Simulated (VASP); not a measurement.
Here is a VASP 6.6.1 calculation.

INCAR

```
  PREC = Accurate
  ENCUT = 520
  EDIFF = 1E-7
  ISMEAR = -1
  SIGMA = 0.05
  LREAL = False
  LASPH = True
  NELM = 150
  ALGO = Normal
  ISIF = 2
  LWAVE = False
  LCHARG = True
  ISPIN = 2
  MAGMOM = 4 2
  LORBIT = 11
  LMAXMIX = 4
  GGA = CA
  LELF = True
  LVHAR = True
  NBANDS = 24
```

Contents of KPOINTS:

```
regular mesh
0
Gamma
  11 11 11
```

POSCAR

```
MnV
1.0
    3.0644932352      0.0000000000      0.0000000000
    0.0000000000      3.0644932352      0.0000000000
    0.0000000000      0.0000000000      3.0644932352
Mn V
1 1
Direct
    0.0000000000      0.0000000000      0.0000000000
    0.5000000000      0.5000000000      0.5000000000
```

Potentials or basis: VASP PAW LDA potentials, release 64 (Mn_pv, V_sv).

Launch:

```console
$ cat potpaw_LDA.64/Mn_pv/POTCAR potpaw_LDA.64/V_sv/POTCAR > POTCAR
$ mpirun -np 1 vasp_std > vasp.out
```

**Question.** What does it give for the pressure?

**Answer.** -40.9 GPa.

**Question.** Estimate the net moment.

**Answer.** 0.07 μB per cell.
